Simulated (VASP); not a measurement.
CaPd, 2 atoms in the cell. It takes space group Pm-3m (No. 221, cubic). The conventional cell has a = 3.506 Å, b = 3.506 Å, c = 3.506 Å, α = 90.00°, β = 90.00°, γ = 90.00°. Ca (site symmetry m-3m) has 8 Pd at 3.04 Å and 6 Ca at 3.51 Å within 4.0 Å. Pd (site symmetry m-3m) has 8 Ca at 3.04 Å and 6 Pd at 3.51 Å within 4.0 Å. 

* Program: VASP 6.6.1
* Task: single point
* Functional: r2SCAN
* Potentials or basis: VASP PAW PBE potentials, release 64 (Ca_sv, Pd)
* Cutoff: 550 eV
* k mesh: 10 × 10 × 10
* Occupations: fermi-dirac, width 0.1 eV
* Spin: no spin polarisation
* Dipole correction: no
* Further INCAR settings: ALGO = Normal; EDIFF = 1e-06; NBANDS = 17

Potentials or basis: VASP PAW PBE potentials, release 64 (Ca_sv, Pd).

Command:

```console
$ cat potpaw_PBE.64/Ca_sv/POTCAR potpaw_PBE.64/Pd/POTCAR > POTCAR
$ cp INCAR.step1 INCAR
$ mpirun -np 1 vasp_std > vasp.out
$ cp INCAR.step2 INCAR
$ mpirun -np 1 vasp_std > vasp.out
```

Hardware: 1 thread of Intel(R) Xeon(R) Platinum 8375C CPU @ 2.90GHz (Ice Lake) (shared host).

Problem. How long does it take, and how much memory?

Solution. Run time: 110 s on 1 thread of Intel(R) Xeon(R) Platinum 8375C CPU @ 2.90GHz (Ice Lake), on a shared host, peak memory 0.2 GiB. Counts: k points 56.
